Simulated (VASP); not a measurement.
Br:

```
Br
1.0
     3.36325   -2.32255    0.00000
     3.36325    2.32255    0.00000
     0.00000    0.00000    8.70230
Br
4
Direct
  0.36510 0.63490 0.39010
  0.13490 0.86510 0.89010
  0.63490 0.36510 0.60990
  0.86510 0.13490 0.10990
```

* Program: VASP 6.6.1
* Task: relaxation of cell and atoms
* Functional: RPBE
* Potentials or basis: VASP PAW PBE potentials, release 64 (Br)
* Cutoff: 600 eV
* k mesh: 7 × 7 × 3
* Occupations: fermi-dirac, width 0.05 eV
* Spin: no spin polarisation

At the start: pressure 3.5 GPa; volume 33.99 Å³/atom.

Question: Where does the relaxation end?

Answer: Over 21 steps the energy falls by 101.5 meV/atom and the volume is 54.33 Å³/atom (+59.9 %); space group Cmce (No. 64, to 0.1 Å) before and after.

Step by step:
```tsv
step	energy change (eV)	largest force (eV/Å)	pressure (GPa)	volume (Å³)
1	0.0000	0.8572	3.47	135.95
2	-0.0384	0.9306	-1.01	150.94
3	-0.1154	0.2926	0.70	143.61
4	-0.1756	0.2602	0.54	148.83
5	-0.2997	0.1563	0.28	164.93
6	-0.3918	0.1251	0.25	199.15
7	-0.3950	0.1869	0.28	206.20
8	-0.3349	0.7571	-1.04	221.42
9	-0.3988	0.0349	-0.02	209.01
10	-0.3988	0.0281	-0.01	208.89
11	-0.3988	0.0251	0.00	208.84
12	-0.3998	0.0242	-0.01	210.01
13	-0.4021	0.0230	-0.03	213.51
14	-0.4043	0.0330	-0.07	220.49
15	-0.4005	0.2328	0.27	219.75
16	-0.4045	0.0184	-0.01	220.35
17	-0.4047	0.0193	-0.01	220.05
18	-0.4053	0.0209	0.00	219.14
19	-0.4059	0.0224	0.02	217.29
20	-0.4037	0.1499	-0.22	217.69
21	-0.4060	0.0033	-0.01	217.34
```

Final structure:
```xyz
4
Lattice="4.7916 -2.4701 0.0000 4.7916 2.4701 0.0000 0.0000 0.0000 9.1812" Properties=species:S:1:pos:R:3 pbc="T T T"
Br    4.7916    0.5705    3.5651
Br    4.7916    1.8997    8.1557
Br    4.7916   -0.5705    5.6162
Br    4.7916   -1.8997    1.0256
```

Caveat: the volume moved by over 15 % at a fixed basis, so the end points are rough; this functional lacks dispersion, which holds the molecules together, so the pressure and a relaxed volume are unreliable; the PAW data sets were made with another functional, which shifts forces and pressure a little.
